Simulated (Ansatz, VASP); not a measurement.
## SrO in VASP and in Ansatz

```
CELL_PARAMETERS angstrom
0.00000 2.56980 2.63404
2.56980 0.00000 2.63404
2.56980 2.56980 0.00000
ATOMIC_POSITIONS crystal
Sr 0.00000 0.00000 0.00000
O 0.50000 0.50000 0.50000
```

Change from the starting cell: strain +0.000 along x and y, +0.025 along z, atoms carried along.

Alike in both runs: task single point; functional r2SCAN; k mesh 8 × 8 × 8; occupations gaussian, width 0.05 eV; no spin polarisation.

|  | VASP | Ansatz |
| --- | --- | --- |
| version | VASP 6.6.1 | Ansatz 0.2.0 |
| potentials or method | VASP PAW PBE potentials, release 64 (Sr_sv, O), cutoff 520 eV | scalar-relativistic, plane waves, PAW |
| valence electrons in the cell | 16 | 16 |

|  | VASP | Ansatz | Ansatz less VASP |
| --- | --- | --- | --- |
| gap on the k mesh at the Fermi level (eV) | 3.70 | 3.75 | +0.051 |
| least direct gap on the mesh (eV) | 3.79 | 3.83 | +0.039 |
| pressure (GPa) | -0.6 | -1.1 | -0.50 |
| traceless stress, the component that is largest in VASP (GPa) | -2.07 | -1.97 | +0.102 |

VASP's potentials were made for PBE, not for r2SCAN. With one functional, cell and mesh, what is left measures potentials, basis and numerics.
